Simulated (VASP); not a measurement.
Input of a VASP 6.6.1 run:

The input POSCAR:

```
Sr
1.0
    0.0000000000      3.0423500000      3.0423500000
    3.0423500000      0.0000000000      3.0423500000
    3.0423500000      3.0423500000      0.0000000000
Sr
1
Direct
    0.0000000000      0.0000000000      0.0000000000
```

The input INCAR.step1:

```
SYSTEM = Sr
PREC     = Accurate       ! precision mode
ENCUT    = 600            ! plane-wave cutoff, eV
ISMEAR   = -1             ! smearing method
SIGMA    = 0.05           ! smearing width, eV
LREAL    = .FALSE.        ! projectors in reciprocal space
LASPH    = .TRUE.         ! aspherical terms in the spheres
NELM     = 100            ! most SCF steps
GGA      = PE             ! functional
ALGO     = Normal         ! electronic algorithm
EDIFF    = 1E-4           ! SCF threshold, eV
LWAVE    = .TRUE.         ! write WAVECAR
LCHARG   = .FALSE.        ! write CHGCAR
```

Contents of INCAR.step2:

```
SYSTEM = Sr
PREC     = Accurate       ! precision mode
ENCUT    = 600            ! plane-wave cutoff, eV
EDIFF    = 1E-7           ! SCF threshold, eV
ISMEAR   = -1             ! smearing method
SIGMA    = 0.05           ! smearing width, eV
LREAL    = .FALSE.        ! projectors in reciprocal space
LASPH    = .TRUE.         ! aspherical terms in the spheres
NELM     = 100            ! most SCF steps
ALGO     = Normal         ! electronic algorithm
ISIF     = 3              ! what is computed and relaxed
LWAVE    = .FALSE.        ! write WAVECAR
LCHARG   = .FALSE.        ! write CHGCAR
METAGGA  = R2SCAN         ! meta-GGA
LMIXTAU  = .TRUE.       
IBRION   = 2              ! ionic algorithm
NSW      = 60             ! ionic steps
EDIFFG   = -0.03          ! ionic threshold
ISTART   = 1
```

Contents of KPOINTS:

```
regular mesh
0
G
  6 6 6
  0 0 0
```

Potentials or basis: VASP PAW PBE potentials, release 64 (Sr_sv).

The run is started by

```sh
$ cat potpaw_PBE.64/Sr_sv/POTCAR > POTCAR
$ cp INCAR.step1 INCAR
$ mpirun -np 1 vasp_std > vasp.out
$ cp INCAR.step2 INCAR
$ mpirun -np 1 vasp_std > vasp.out
```

(1) Estimate the band gap on the k mesh.

Answers

(1) zero (band 5 reaches 1.53 eV, above the bottom of band 6 at 1.46 eV).

Caveat: the relaxation stopped at its first step, so nothing moved.
